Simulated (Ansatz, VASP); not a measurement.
# BN in VASP and in Ansatz

```
B N
1.0
     4.26630    0.00000    0.00000
     0.00000    4.26630    0.00000
     0.00000    0.00000    2.38580
B N
4 4
Direct
  0.17413 0.82587 0.50000
  0.32587 0.32587 0.00000
  0.67413 0.67413 0.00000
  0.82587 0.17413 0.50000
  0.81239 0.81239 0.50000
  0.31239 0.68761 0.00000
  0.68761 0.31239 0.00000
  0.18761 0.18761 0.50000
```

Alike in both runs: task single point; functional PBEsol; k mesh 6 × 6 × 10; occupations gaussian, width 0.05 eV; no spin polarisation.

```csv
,VASP,Ansatz
version,VASP 6.6.1,Ansatz 0.2.0
potentials or method,"VASP PAW PBE potentials, release 64 (B, N), cutoff 520 eV","scalar-relativistic, plane waves, PAW"
valence electrons in the cell,32,32
```

```tsv
	VASP	Ansatz	Ansatz less VASP
gap on the k mesh at the Fermi level (eV)	4.51	4.53	+0.019
least direct gap on the mesh (eV)	5.81	5.83	+0.019
rms of the force components (eV/Å)	0.217	0.216	-0.0006
```

VASP's potentials were made for PBE, not for PBEsol, and Ansatz warns of the same on its side. Atom by atom the forces differ by 0.002 eV/Å (rms over components). With one functional, cell and mesh, what is left measures potentials, basis and numerics.
